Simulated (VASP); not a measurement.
# W (Im-3m) in VASP: notebook

W is run at these levels: LDA; tasks: single point, relaxation of cell and atoms.

Program: VASP 6.6.1. These are calculated values, not measurements. Logs are shortened: lines on timing, memory, paths and dates and some standing lists are left out, and cuts for length are marked.

## (1) The cell of the first run

It takes space group Im-3m (No. 229, cubic). The conventional cell has a = 3.136 Å, b = 3.136 Å, c = 3.136 Å, α = 90.00°, β = 90.00°, γ = 90.00°. W (site symmetry m-3m) has 14 W at 2.72 to 3.14 Å within 3.6 Å.

## (2) Single point, LDA

INCAR reads:

```
  PREC = Accurate
  ENCUT = 500
  EDIFF = 1E-6
  ISMEAR = 0
  SIGMA = 0.1
  LREAL = False
  LASPH = True
  NELM = 120
  ALGO = Normal
  ISIF = 2
  LWAVE = False
  LCHARG = False
  GGA = CA
  NBANDS = 13
  GGA_COMPAT = False
```

KPOINTS reads:

```
regular mesh
0
Gamma
  18 18 18
```

POSCAR reads:

```
W
1.0
   -1.5680682425      1.5680682425      1.5680682425
    1.5680682425     -1.5680682425      1.5680682425
    1.5680682425      1.5680682425     -1.5680682425
W
1
Direct
    0.0000000000      0.0000000000      0.0000000000
```

Potentials or basis: VASP PAW LDA potentials, release 64 (W_sv).

Started as:

```console
$ cat potpaw_LDA.64/W_sv/POTCAR > POTCAR
$ mpirun -np 1 vasp_std > vasp.out
```

OUTCAR:

```text
PREC = Accurate
   ENCUT = 500
   EDIFF = 1E-6
   ISMEAR = 0
   LREAL = False
   LASPH = True
   NELM = 120
   ISIF = 2
   GGA = CA

 ion  position               nearest neighbor table
   1  0.000  0.000  0.000-

  LATTYP: Found a body centered cubic cell.
 ALAT       =     3.1361364850

  Lattice vectors:

 A1 = (  -1.5680682425,   1.5680682425,   1.5680682425)
 A2 = (   1.5680682425,  -1.5680682425,   1.5680682425)
 A3 = (   1.5680682425,   1.5680682425,  -1.5680682425)

Analysis of symmetry for initial positions (statically):
=====================================================================
 Subroutine PRICEL returns:
 Original cell was already a primitive cell.

 Routine SETGRP: Setting up the symmetry group for a
 body centered cubic supercell.

 Subroutine GETGRP returns: Found 48 space group operations
 (whereof 48 operations were pure point group operations)
 out of a pool of 48 trial point group operations.

The static configuration has the point symmetry O_h .

Analysis of symmetry for dynamics (positions and initial velocities):
=====================================================================
 Subroutine PRICEL returns:
 Original cell was already a primitive cell.

 Routine SETGRP: Setting up the symmetry group for a
 body centered cubic supercell.

 Subroutine GETGRP returns: Found 48 space group operations
 (whereof 48 operations were pure point group operations)
 out of a pool of 48 trial point group operations.

The dynamic configuration has the point symmetry O_h .

 Subroutine INISYM returns: Found 48 space group operations
 (whereof 48 operations are pure point group operations),
 and found     1 'primitive' translations

----------------------------------------------------------------------------------------

                                     Primitive cell

  volume of cell :      15.4225

  direct lattice vectors                    reciprocal lattice vectors
    -1.568068243  1.568068243  1.568068243     0.000000000  0.318863673  0.318863673
     1.568068243 -1.568068243  1.568068243     0.318863673  0.000000000  0.318863673
     1.568068243  1.568068243 -1.568068243     0.318863673  0.318863673  0.000000000

  length of vectors
     2.715973866  2.715973866  2.715973866     0.450941332  0.450941332  0.450941332

  position of ions in fractional coordinates (direct lattice)
     0.000000000  0.000000000  0.000000000

  ion indices of the primitive-cell ions
   primitive index   ion index
                 1           1

----------------------------------------------------------------------------------------

 KPOINTS: regular mesh

Automatic generation of k-mesh.
 Grid dimensions read from file:
 generate k-points for:   18   18   18

 Generating k-lattice:

  Cartesian coordinates                     Fractional coordinates (reciprocal lattice)
     0.000000000  0.017714649  0.017714649     0.055555556  0.000000000  0.000000000
     0.017714649  0.000000000  0.017714649     0.000000000  0.055555556  0.000000000
     0.017714649  0.017714649  0.000000000     0.000000000  0.000000000  0.055555556

  Length of vectors
     0.025052296  0.025052296  0.025052296

  Shift w.r.t. Gamma in fractional coordinates (k-lattice)
     0.000000000  0.000000000  0.000000000

 Subroutine IBZKPT returns following result:
 ===========================================

 Found    195 irreducible k-points:

 Following reciprocal coordinates:
            Coordinates               Weight
  0.000000  0.000000  0.000000      1.000000
  0.055556  0.000000  0.000000     12.000000
  0.111111  0.000000  0.000000     12.000000
  0.166667  0.000000  0.000000     12.000000
  0.222222  0.000000  0.000000     12.000000
  0.277778  0.000000  0.000000     12.000000
[... 16 lines left out ...]
  0.333333  0.111111  0.000000     48.000000
  0.388889  0.111111  0.000000     48.000000
 [... further k-points ...]
   k-points           NKPTS =    195   k-points in BZ     NKDIM =    195   number of bands    NBANDS=     13
   number of dos      NEDOS =    301   number of ions     NIONS =      1
   total plane-waves  NPLWV =   8000
   dimension x,y,z NGX =    20 NGY =   20 NGZ =   20
   dimension x,y,z NGXF=    40 NGYF=   40 NGZF=   40
   ions per type =               1
   NGX,Y,Z   is equivalent  to a cutoff of  12.24, 12.24, 12.24 a.u.
   NGXF,Y,Z  is equivalent  to a cutoff of  24.48, 24.48, 24.48 a.u.
 SYSTEM =  unknown system
   PREC   = accura    normal or accurate (medium, high low for compatibility)
   ISTART =      0    job   : 0-new  1-cont  2-samecut
   ICHARG =      2    charge: 1-file 2-atom 10-const
   ISPIN  =      1    spin polarized calculation?
   LNONCOLLINEAR =      F non collinear calculations
   LSORBIT =      F    spin-orbit coupling
   LASPH  =      T    aspherical Exc in radial PAW
   ENCUT  =  500.0 eV  36.75 Ry    6.06 a.u.   4.95  4.95  4.95*2*pi/ulx,y,z
   NELM   =    120;   NELMIN=  2; NELMDL= -5     # of ELM steps
   EDIFF  = 0.1E-05   stopping-criterion for ELM
   LREAL  =      F    real-space projection
   EDIFFG = 0.1E-04   stopping-criterion for IOM
   NSW    =      0    number of steps for IOM
   IBRION =     -1    ionic relax: 0-MD 1-quasi-New 2-CG
   NFREE  =      0    steps in history (QN), initial steepest desc. (CG)
   ISIF   =      2    stress and relaxation
   ISYM   =      2    0-nonsym 1-usesym 2-fastsym
   POTIM  = 0.5000    time-step for ionic-motion
   TEBEG  =    0.0;   TEEND  =   0.0 temperature during run
   PSTRESS=    0.0 pullay stress
   NELECT =      14.0000    total number of electrons
   NUPDOWN=      -1.0000    fix difference up-down
   EMIN   =  10.00;   EMAX   =-10.00  energy-range for DOS
   EFERMI =   0.00;   METHOD = LEGACY
   ISMEAR =     0;   SIGMA  =   0.10  broadening in eV -4-tet -1-fermi 0-gaus
   EFERMI_NEDOS =   21; number of points for ismear=-14 and -15
   IALGO  =     38    algorithm
   IMIX   =      4    mixing-type and parameters
     AMIX     =   0.40;   BMIX     =  1.00
     AMIX_MAG =   1.60;   BMIX_MAG =  1.00
  volume/ion in A,a.u.               =      15.42       104.08
  Fermi-wavevector in a.u.,A,eV,Ry     =   1.585134  2.995468 34.186661  2.512649
  Thomas-Fermi vector in A             =   2.684645
   LORBIT       =      0    0 simple, 1 ext, 2 COOP (PROOUT), +10 PAW based schemes
   GGA     = CA    functional components
   LHFCALC =     F    Hartree Fock is set to
   AEXX    =    0.0000 exact exchange contribution
   IVDW    =     0    specifies the selected vdW correction
   LEPSILON=     F    determine dielectric tensor
   LRPA    =     F    only Hartree local field effects (RPA)
 non-spin polarized calculation
 Gauss-broadening in eV      SIGMA  =   0.10
  energy-cutoff  :      500.00
  volume of cell :       15.42
 maximum number of plane-waves:       405
   NGX =  9   NGY =  9   NGZ =  9

 number of electron      14.0000004 magnetization

 Free energy of the ion-electron system (eV)
  ---------------------------------------------------
  ext. energy  EPLUGINS =         0.00000000
  ---------------------------------------------------
  free energy    TOTEN  =       -14.10070685 eV

  energy without entropy =      -14.09695919  energy(sigma->0) =      -14.09883302

 E-fermi :  11.7100     XC(G=0): -13.9846

 val. band max:       11.6874049252   @ k =   0.3889   0.0556   0.0556
 cond. band min:      11.7107719643   @ k =  -0.2778   0.3333   0.2222
 fundamental gap:      0.0233670391
 Fermi energy:        11.7099644909

 k-point     1 :       0.0000    0.0000    0.0000
  band No.  band energies     occupation
      1     -61.9929      2.00000
      2     -25.7568      2.00000
      3     -25.7568      2.00000
      4     -25.7568      2.00000
      5       2.0296      2.00000
      6      10.4141      2.00000
      7      10.4141      2.00000
      8      10.4141      2.00000
      9      13.9749      0.00000
     10      13.9749      0.00000
     11      26.3593      0.00000
     12      26.3593      0.00000
     13      26.3593      0.00000

 k-point     2 :       0.0556    0.0000    0.0000
  band No.  band energies     occupation
      1     -61.9882      2.00000
      2     -25.8040      2.00000
      3     -25.7714      2.00000
      4     -25.7571      2.00000
      5       2.1855      2.00000
      6      10.3191      2.00000
      7      10.3940      2.00000
      8      10.5643      2.00000
      9      13.8203      0.00000
     10      13.9755      0.00000
     11      26.4943      0.00000
     12      26.6220      0.00000
     13      26.7505      0.00000

 k-point     3 :       0.1111    0.0000    0.0000
  band No.  band energies     occupation
      1     -61.9747      2.00000
      2     -25.9381      2.00000
      3     -25.8131      2.00000
      4     -25.7579      2.00000
      5       2.6346      2.00000
      6      10.0570      2.00000
      7      10.3058      2.00000
      8      11.0101      2.00000
      9      13.4914      0.00000
     10      13.9851      0.00000
     11      26.8368      0.00000
     12      27.3859      0.00000
     13      27.7556      0.00000
[... 305 lines left out ...]
 k-point    23 :       0.3333    0.1111    0.0000
  band No.  band energies     occupation
      1     -61.8494      2.00000
      2     -27.0041      2.00000
      3     -26.2121      2.00000
      4     -25.8279      2.00000
      5       5.7834      2.00000
      6       8.3151      2.00000
      7      10.4912      2.00000
      8      13.6862      0.00000
      9      14.8993      0.00000
     10      17.3134      0.00000
     11      24.1095      0.00000
     12      25.3794      0.00000
     13      30.0512      0.00000

 k-point    24 :       0.3889    0.1111    0.0000
  band No.  band energies     occupation
      1     -61.8365      2.00000
      2     -27.1018      2.00000
      3     -26.2603      2.00000
      4     -25.8297      2.00000
      5       5.7494      2.00000
      6       8.1697      2.00000
      7      11.2697      2.00000
      8      13.7722      0.00000
      9      15.1557      0.00000
     10      18.4059      0.00000
     11      23.0540      0.00000
     12      24.5086      0.00000
     13      29.0111      0.00000

 [... further k-points ...]
[... 5 lines left out ...]
  --------------------------------------------------------------------------------------
  -------------------------------------------------------------------------------------
  Total        0.1794048      0.1794048      0.1794048     -0.0000000      0.0000000     -0.0000000
  in kB       18.6375935     18.6375935     18.6375935     -0.0000000      0.0000000     -0.0000000
  external PRESSURE =      18.6375935 kB  Pullay stress =       0.0000000 kB

 VOLUME and BASIS-vectors are now :
 -----------------------------------------------------------------------------
  energy-cutoff  :      500.00
  volume of cell :       15.42
      direct lattice vectors                 reciprocal lattice vectors
    -1.568068243  1.568068243  1.568068243     0.000000000  0.318863673  0.318863673
     1.568068243 -1.568068243  1.568068243     0.318863673  0.000000000  0.318863673
     1.568068243  1.568068243 -1.568068243     0.318863673  0.318863673  0.000000000

 POSITION                                       TOTAL-FORCE (eV/Angst)
 -----------------------------------------------------------------------------------
      0.00000      0.00000      0.00000         0.000000      0.000000      0.000000
 -----------------------------------------------------------------------------------
    total drift:                                0.000000      0.000000      0.000000

  FREE ENERGIE OF THE ION-ELECTRON SYSTEM (eV)
  ---------------------------------------------------
  free  energy   TOTEN  =       -14.1007068465 eV

  energy  without entropy=      -14.0969591889  energy(sigma->0) =      -14.09883302
```

Run time: 40 s. Hardware: 1 thread of Intel Xeon 8259CL, shared host; peak memory 0.15 GiB.

What came out:

| Property | Result |
| --- | --- |
| Free energy | -14.1007 eV |
| Pressure | 1.9 GPa |
| Band gap on the k mesh | zero (bands 7 and 8 overlap by 6.65 eV) |

Caveat: spin-orbit coupling is left out, which moves the levels of the heavy elements.

## (3) Relaxation of cell and atoms, LDA

This run uses another cell than the first one, of 15.63 Å³/atom.

INCAR reads:

```
SYSTEM = W
ALGO     = Normal         ! electronic algorithm
EDIFF    = 1E-7           ! SCF threshold, eV
EDIFFG   = -0.002         ! ionic threshold
ENCUT    = 500            ! plane-wave cutoff, eV
GGA_COMPAT= .FALSE.      
IBRION   = 2              ! ionic algorithm
ISIF     = 3              ! what is computed and relaxed
ISMEAR   = 0              ! smearing method
LASPH    = .TRUE.         ! aspherical terms in the spheres
LCHARG   = .FALSE.        ! write CHGCAR
LREAL    = .FALSE.        ! projectors in reciprocal space
LWAVE    = .FALSE.        ! write WAVECAR
NELM     = 120            ! most SCF steps
NELMIN   = 4            
NSW      = 100            ! ionic steps
PREC     = Accurate       ! precision mode
SIGMA    = 0.1            ! smearing width, eV
```

KPOINTS reads:

```
k-points
0
G
  18 18 18
  0 0 0
```

POSCAR reads:

```
W
1.0
   -1.5750000000      1.5750000000      1.5750000000
    1.5750000000     -1.5750000000      1.5750000000
    1.5750000000      1.5750000000     -1.5750000000
W
1
Direct
    0.0000000000      0.0000000000      0.0000000000
```

Potentials or basis: VASP PAW LDA potentials, release 64 (W_sv).

Started as:

```console
$ cat potpaw_LDA.64/W_sv/POTCAR > POTCAR
$ mpirun -np 1 vasp_std > vasp.out
```

Run time: 83 s. Hardware: 1 thread of Intel Xeon 8259CL, shared host; peak memory 0.15 GiB.

It converged, with:

```yaml
Free_energy: -14.1013 eV
Relaxed_volume: 15.51 Å³/atom
Relaxed_cell: a = 2.721 Å, b = 2.721 Å, c = 2.721 Å, α = 109.47°, β = 109.47°, γ = 109.47°
Space_group_after_relaxing_to_0.1_Å: Im-3m (No. 229)
Energy_gained_by_relaxing: 1.0 meV/atom
Ionic_steps: 4
Pressure_after_relaxing: 0.0 GPa
Band_gap_on_the_k_mesh: zero (bands 7 and 8 overlap by 6.60 eV)
```

Step by step:
```csv
step,energy change (eV),largest force (eV/Å),pressure (GPa),volume (Å³)
1,0.0000,0.0000,-2.57,15.63
2,0.0127,0.0000,10.23,15.07
3,-0.0010,0.0000,-0.03,15.51
4,-0.0010,0.0000,0.02,15.51
```

Final structure:
```
W
1.0
    -1.57091    1.57091    1.57091
     1.57091   -1.57091    1.57091
     1.57091    1.57091   -1.57091
W
1
Direct
  0.00000 0.00000 0.00000
```

Levels at points of the mesh, in eV from the Fermi level:
```csv
k point,band 4,band 5,band 6,band 7,band 8,band 9,band 10,band 11
"(0.00, 0.00, 0.00)",-37.48,-9.65,-1.29,-1.29,-1.29,2.25,2.25,14.64
"(0.50, 0.00, 0.00)",-37.49,-6.39,-3.68,0.93,2.17,3.16,6.35,11.63
"(0.50, 0.50, 0.50)",-38.46,-6.02,-6.02,5.32,5.32,5.32,8.55,8.55
```

Caveat: spin-orbit coupling is left out, which moves the levels of the heavy elements.

The gap in the log of VASP goes by the Fermi energy; the results here count the filled bands.